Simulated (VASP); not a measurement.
# Ir (Im-3m) in VASP: a series of runs, part 2 of 2

VASP 6.6.1.

### 4 Single point, LDA (13.19 Å³/atom)

This run uses another cell than the first one, of 13.19 Å³/atom.

The input, INCAR:

```
SYSTEM = Ir
ALGO     = Normal         ! electronic algorithm
EDIFF    = 1E-6           ! SCF threshold, eV
ENCUT    = 560            ! plane-wave cutoff, eV
GGA      = CA             ! functional
GGA_COMPAT= .FALSE.      
ISIF     = 2              ! what is computed and relaxed
ISMEAR   = -1             ! smearing method
LASPH    = .TRUE.         ! aspherical terms in the spheres
LCHARG   = .TRUE.         ! write CHGCAR
LELF     = .TRUE.         ! ELF
LREAL    = .FALSE.        ! projectors in reciprocal space
LVHAR    = .TRUE.       
LWAVE    = .FALSE.        ! write WAVECAR
NBANDS   = 14             ! bands
NELM     = 120            ! most SCF steps
PREC     = Accurate       ! precision mode
SIGMA    = 0.1            ! smearing width, eV
```

The input, KPOINTS:

```
k-points
0
G
  16 16 16
  0 0 0
```

The input, POSCAR:

```
Ir
1.0
   -1.4884246345      1.4884246345      1.4884246345
    1.4884246345     -1.4884246345      1.4884246345
    1.4884246345      1.4884246345     -1.4884246345
Ir
1
Direct
    0.0000000000      0.0000000000      0.0000000000
```

Potentials or basis: VASP PAW LDA potentials, release 64 (Ir_sv_GW).

Command:

```bash
cat potpaw_LDA.64/Ir_sv_GW/POTCAR > POTCAR
mpirun -np 1 vasp_std > vasp.out
```

OUTCAR:

```text
SYSTEM = Ir
   EDIFF = 1E-6
   ENCUT = 560
   GGA = CA
   ISIF = 2
   ISMEAR = -1
   LASPH = .TRUE.
   LREAL = .FALSE.
   NELM = 120
   PREC = Accurate

 ion  position               nearest neighbor table
   1  0.000  0.000  0.000-

  LATTYP: Found a body centered cubic cell.
 ALAT       =     2.9768492690

  Lattice vectors:

 A1 = (  -1.4884246345,   1.4884246345,   1.4884246345)
 A2 = (   1.4884246345,  -1.4884246345,   1.4884246345)
 A3 = (   1.4884246345,   1.4884246345,  -1.4884246345)

Analysis of symmetry for initial positions (statically):
=====================================================================
 Subroutine PRICEL returns:
 Original cell was already a primitive cell.

 Routine SETGRP: Setting up the symmetry group for a
 body centered cubic supercell.

 Subroutine GETGRP returns: Found 48 space group operations
 (whereof 48 operations were pure point group operations)
 out of a pool of 48 trial point group operations.

The static configuration has the point symmetry O_h .

Analysis of symmetry for dynamics (positions and initial velocities):
=====================================================================
 Subroutine PRICEL returns:
 Original cell was already a primitive cell.

 Routine SETGRP: Setting up the symmetry group for a
 body centered cubic supercell.

 Subroutine GETGRP returns: Found 48 space group operations
 (whereof 48 operations were pure point group operations)
 out of a pool of 48 trial point group operations.

The dynamic configuration has the point symmetry O_h .

 Subroutine INISYM returns: Found 48 space group operations
 (whereof 48 operations are pure point group operations),
 and found     1 'primitive' translations

----------------------------------------------------------------------------------------

                                     Primitive cell
[... 114 lines left out ...]
   GGA     = CA    functional components
   LHFCALC =     F    Hartree Fock is set to
   AEXX    =    0.0000 exact exchange contribution
   IVDW    =     0    specifies the selected vdW correction
   LEPSILON=     F    determine dielectric tensor
   LRPA    =     F    only Hartree local field effects (RPA)
 non-spin polarized calculation
  energy-cutoff  :      560.00
  volume of cell :       13.19
 maximum number of plane-waves:       420
   NGX =  9   NGY =  9   NGZ =  9

 number of electron      17.0000000 magnetization

 Free energy of the ion-electron system (eV)
  ---------------------------------------------------
  ext. energy  EPLUGINS =         0.00000000
  ---------------------------------------------------
  free energy    TOTEN  =       -10.12530603 eV

  energy without entropy =      -10.05933362  energy(sigma->0) =      -10.09231983

 E-fermi :  13.7914     XC(G=0): -15.2214

 val. band max:       13.7870925471   @ k =  -0.1875   0.2500   0.0625
 cond. band min:      13.7922320446   @ k =  -0.3125   0.3125   0.0625
 fundamental gap:      0.0051394974
 Fermi energy:        13.7914395450

 k-point     1 :       0.0000    0.0000    0.0000
  band No.  band energies     occupation
      1     -78.4830      2.00000
      2     -35.0798      2.00000
      3     -35.0798      2.00000
      4     -35.0798      2.00000
      5       2.2421      2.00000
      6       9.6308      2.00000
      7       9.6308      2.00000
      8       9.6308      2.00000
      9      13.1380      1.99710
     10      13.1380      1.99710
     11      29.9263      0.00000
     12      29.9263      0.00000
     13      29.9263      0.00000
     14      43.1563      0.00000
[... 377 lines left out ...]
      1     -78.3921      2.00000
      2     -35.9009      2.00000
      3     -35.4240      2.00000
      4     -35.1684      2.00000
      5       6.3789      2.00000
      6       8.1524      2.00000
      7       9.2253      2.00000
      8      12.4726      2.00000
      9      13.8162      0.87694
     10      16.4044      0.00000
     11      26.0312      0.00000
     12      29.0622      0.00000
     13      31.6607      0.00000
     14      35.4185      0.00000

 [... further k-points ...]

------------------------ aborting loop because EDIFF is reached ----------------------------------------

  FORCE on cell =-STRESS in cart. coord.  units (eV):
  Direction    XX          YY          ZZ          XY          YZ          ZX
  --------------------------------------------------------------------------------------
  -------------------------------------------------------------------------------------
  Total        3.0121996      3.0121996      3.0121996      0.0000000      0.0000000     -0.0000000
  in kB      365.8927351    365.8927351    365.8927351      0.0000000      0.0000000     -0.0000000
  external PRESSURE =     365.8927351 kB  Pullay stress =       0.0000000 kB

 VOLUME and BASIS-vectors are now :
 -----------------------------------------------------------------------------
  energy-cutoff  :      560.00
  volume of cell :       13.19
      direct lattice vectors                 reciprocal lattice vectors
    -1.488424635  1.488424635  1.488424635     0.000000000  0.335925641  0.335925641
     1.488424635 -1.488424635  1.488424635     0.335925641  0.000000000  0.335925641
     1.488424635  1.488424635 -1.488424635     0.335925641  0.335925641  0.000000000

 POSITION                                       TOTAL-FORCE (eV/Angst)
 -----------------------------------------------------------------------------------
      0.00000      0.00000      0.00000         0.000000      0.000000      0.000000
 -----------------------------------------------------------------------------------
    total drift:                               -0.000000     -0.000000      0.000000

  FREE ENERGIE OF THE ION-ELECTRON SYSTEM (eV)
  ---------------------------------------------------
  free  energy   TOTEN  =       -10.1253060346 eV

  energy  without entropy=      -10.0593336191  energy(sigma->0) =      -10.09231983
```

OSZICAR:

```text
N       E                     dE             d eps       ncg     rms          rms(c)
DAV:   1     0.116549997946E+03    0.11655E+03   -0.11936E+04  4154   0.135E+03
DAV:   2    -0.941994584638E+01   -0.12597E+03   -0.12093E+03  5152   0.408E+02
DAV:   3    -0.110649788851E+02   -0.16450E+01   -0.16362E+01  4414   0.441E+01
DAV:   4    -0.110674332627E+02   -0.24544E-02   -0.24543E-02  5044   0.207E+00
DAV:   5    -0.110674384082E+02   -0.51455E-05   -0.51476E-05  4450   0.881E-02    0.741E+01
DAV:   6    -0.102206477264E+02    0.84679E+00   -0.10590E+00  4168   0.110E+01    0.407E+01
DAV:   7    -0.101420476476E+02    0.78600E-01   -0.35960E-01  4534   0.601E+00    0.622E+00
DAV:   8    -0.101254154373E+02    0.16632E-01   -0.57376E-02  4156   0.299E+00    0.757E-01
DAV:   9    -0.101254075199E+02    0.79174E-05   -0.66104E-04  4720   0.301E-01    0.304E-01
DAV:  10    -0.101253089716E+02    0.98548E-04   -0.20538E-04  4378   0.206E-01    0.221E-01
DAV:  11    -0.101253061328E+02    0.28388E-05   -0.63377E-06  4552   0.327E-02    0.564E-02
DAV:  12    -0.101253060346E+02    0.98152E-07   -0.23942E-07  2360   0.550E-03
   1 F= -.10125306E+02 E0= -.10092320E+02  d E =-.659724E-01
```

stdout:

```text
POSCAR found type information on POSCAR Ir
 POSCAR found :  1 types and       1 ions
 scaLAPACK will be used
 LDA part: xc-table for (Slater(with rela. corr.)+CA(PZ))
 , standard interpolation
 POSCAR, INCAR and KPOINTS ok, starting setup
 FFT: planning ... GRIDC
 FFT: planning ... GRID_SOFT
 FFT: planning ... GRID
 WAVECAR not read
 entering main loop
```

Wall time 36 s (1 thread of AMD EPYC 7R43 (Zen 3), shared host); peak memory 0.11 GiB.

Results:

| Quantity | Value |
| --- | --- |
| Free energy | -10.1253 eV |
| Pressure | 36.6 GPa |
| Band gap on the k mesh | zero (an odd number of electrons rules out a gap without spin polarisation) |

Levels at points of the mesh, in eV from the Fermi level:
| k point | band 6 | band 7 | band 8 | band 9 | band 10 | band 11 |
| --- | --- | --- | --- | --- | --- | --- |
| (0.00, 0.00, 0.00) | -4.16 | -4.16 | -4.16 | -0.65 | -0.65 | 16.13 |
| (0.50, 0.00, 0.00) | -6.28 | -0.82 | -0.15 | -0.02 | 2.69 | 9.20 |
| (0.50, 0.50, 0.50) | -8.15 | 1.83 | 1.83 | 1.83 | 8.25 | 8.25 |

Caveat: the cell stands under pressure; spin-orbit coupling is left out, which moves the levels of the heavy elements.

### 5 Single point, LDA (13.76 Å³/atom)

This run uses another cell than the first one, of 13.76 Å³/atom.

The input, INCAR:

```
SYSTEM = Ir
PREC = Accurate ; ENCUT = 560
EDIFF = 1E-6 ; ISMEAR = -1
SIGMA = 0.1 ; LREAL = .FALSE.
LASPH = .TRUE. ; NELM = 120
ALGO = Normal ; ISIF = 2
LWAVE = .FALSE. ; LCHARG = .TRUE.
GGA = CA ; LELF = .TRUE.
LVHAR = .TRUE. ; NBANDS = 14
GGA_COMPAT = .FALSE.
```

The input, KPOINTS:

```
Automatic mesh
0
G
  16 16 16
  0 0 0
```

The input, POSCAR:

```
Ir
1.0
   -1.5096907167      1.5096907167      1.5096907167
    1.5096907167     -1.5096907167      1.5096907167
    1.5096907167      1.5096907167     -1.5096907167
Ir
1
Direct
    0.0000000000      0.0000000000      0.0000000000
```

Potentials or basis: VASP PAW LDA potentials, release 64 (Ir_sv_GW).

Command:

```bash
cat potpaw_LDA.64/Ir_sv_GW/POTCAR > POTCAR
mpirun -np 1 vasp_std > vasp.out
```

OUTCAR:

```text
SYSTEM = Ir
   PREC = Accurate
   ENCUT = 560
   EDIFF = 1E-6
   ISMEAR = -1
   LREAL = .FALSE.
   LASPH = .TRUE.
   NELM = 120
   ISIF = 2
   GGA = CA

 ion  position               nearest neighbor table
   1  0.000  0.000  0.000-

  LATTYP: Found a body centered cubic cell.
 ALAT       =     3.0193814334

  Lattice vectors:

 A1 = (  -1.5096907167,   1.5096907167,   1.5096907167)
 A2 = (   1.5096907167,  -1.5096907167,   1.5096907167)
 A3 = (   1.5096907167,   1.5096907167,  -1.5096907167)

Analysis of symmetry for initial positions (statically):
=====================================================================
 Subroutine PRICEL returns:
 Original cell was already a primitive cell.

 Routine SETGRP: Setting up the symmetry group for a
 body centered cubic supercell.

 Subroutine GETGRP returns: Found 48 space group operations
 (whereof 48 operations were pure point group operations)
 out of a pool of 48 trial point group operations.

The static configuration has the point symmetry O_h .

Analysis of symmetry for dynamics (positions and initial velocities):
=====================================================================
 Subroutine PRICEL returns:
 Original cell was already a primitive cell.

 Routine SETGRP: Setting up the symmetry group for a
 body centered cubic supercell.

 Subroutine GETGRP returns: Found 48 space group operations
 (whereof 48 operations were pure point group operations)
 out of a pool of 48 trial point group operations.

The dynamic configuration has the point symmetry O_h .

 Subroutine INISYM returns: Found 48 space group operations
 (whereof 48 operations are pure point group operations),
 and found     1 'primitive' translations

----------------------------------------------------------------------------------------

                                     Primitive cell
[... 114 lines left out ...]
   GGA     = CA    functional components
   LHFCALC =     F    Hartree Fock is set to
   AEXX    =    0.0000 exact exchange contribution
   IVDW    =     0    specifies the selected vdW correction
   LEPSILON=     F    determine dielectric tensor
   LRPA    =     F    only Hartree local field effects (RPA)
 non-spin polarized calculation
  energy-cutoff  :      560.00
  volume of cell :       13.76
 maximum number of plane-waves:       427
   NGX =  9   NGY =  9   NGZ =  9

 number of electron      17.0000000 magnetization

 Free energy of the ion-electron system (eV)
  ---------------------------------------------------
  ext. energy  EPLUGINS =         0.00000000
  ---------------------------------------------------
  free energy    TOTEN  =       -10.22439774 eV

  energy without entropy =      -10.15476960  energy(sigma->0) =      -10.18958367

 E-fermi :  12.9387     XC(G=0): -14.9464

 val. band max:       12.9363526168   @ k =  -0.1875   0.2500   0.0625
 cond. band min:      12.9402709316   @ k =  -0.3125   0.3125   0.0625
 fundamental gap:      0.0039183148
 Fermi energy:        12.9386768130

 k-point     1 :       0.0000    0.0000    0.0000
  band No.  band energies     occupation
      1     -79.2201      2.00000
      2     -35.8687      2.00000
      3     -35.8687      2.00000
      4     -35.8687      2.00000
      5       1.8302      2.00000
      6       9.0323      2.00000
      7       9.0323      2.00000
      8       9.0323      2.00000
      9      12.3441      1.99478
     10      12.3441      1.99478
     11      29.1303      0.00000
     12      29.1303      0.00000
     13      29.1303      0.00000
     14      41.7085      0.00000
[... 377 lines left out ...]
      1     -79.1466      2.00000
      2     -36.5774      2.00000
      3     -36.1667      2.00000
      4     -35.9458      2.00000
      5       5.8985      2.00000
      6       7.6450      2.00000
      7       8.6200      2.00000
      8      11.7179      1.99999
      9      12.9570      0.90859
     10      15.4002      0.00000
     11      24.7799      0.00000
     12      27.8262      0.00000
     13      30.4067      0.00000
     14      34.2932      0.00000

 [... further k-points ...]

------------------------ aborting loop because EDIFF is reached ----------------------------------------

  FORCE on cell =-STRESS in cart. coord.  units (eV):
  Direction    XX          YY          ZZ          XY          YZ          ZX
  --------------------------------------------------------------------------------------
  -------------------------------------------------------------------------------------
  Total        1.3673254      1.3673254      1.3673254     -0.0000000      0.0000000      0.0000000
  in kB      159.1690088    159.1690088    159.1690088     -0.0000000      0.0000000      0.0000000
  external PRESSURE =     159.1690088 kB  Pullay stress =       0.0000000 kB

 VOLUME and BASIS-vectors are now :
 -----------------------------------------------------------------------------
  energy-cutoff  :      560.00
  volume of cell :       13.76
      direct lattice vectors                 reciprocal lattice vectors
    -1.509690717  1.509690717  1.509690717     0.000000000  0.331193664  0.331193664
     1.509690717 -1.509690717  1.509690717     0.331193664  0.000000000  0.331193664
     1.509690717  1.509690717 -1.509690717     0.331193664  0.331193664  0.000000000

 POSITION                                       TOTAL-FORCE (eV/Angst)
 -----------------------------------------------------------------------------------
      0.00000      0.00000      0.00000         0.000000      0.000000      0.000000
 -----------------------------------------------------------------------------------
    total drift:                                0.000000     -0.000000     -0.000000

  FREE ENERGIE OF THE ION-ELECTRON SYSTEM (eV)
  ---------------------------------------------------
  free  energy   TOTEN  =       -10.2243977390 eV

  energy  without entropy=      -10.1547696027  energy(sigma->0) =      -10.18958367
```

Wall time 16 s (1 thread of Intel Xeon Platinum 8488C (Sapphire Rapids), shared host); peak memory 0.14 GiB.

What came out:

| Item | Value |
| --- | --- |
| Free energy | -10.2244 eV |
| Pressure | 15.9 GPa |
| Band gap on the k mesh | zero (an odd number of electrons rules out a gap without spin polarisation) |

Caveat: the cell stands under pressure; spin-orbit coupling is left out, which moves the levels of the heavy elements.

### 6 Summary

| cell | gap on the mesh (eV) | pressure (GPa) |
| --- | --- | --- |
| a = 2.720 Å, angles 109.5°, 1 atom | none | -23.3 |
| a = 2.651 Å, angles 109.5°, 1 atom | none | -0.4 |
| a = 2.578 Å, angles 109.5°, 1 atom | none | 36.6 |
| a = 2.615 Å, angles 109.5°, 1 atom | none | 15.9 |

Alike in all rows: task single point; level LDA; potentials or basis VASP PAW LDA potentials, release 64 (Ir_sv_GW); no spin polarisation; k mesh 16 × 16 × 16; cutoff (eV) 560; smearing fermi-dirac 0.1 eV.

Caveats: spin-orbit coupling is left out, which moves the levels of the heavy elements; the cell stands under pressure (at least some runs); the cell stands under tension (at least some runs).

Total energies depend on the potentials used, so only differences within one code and one set of settings carry meaning.
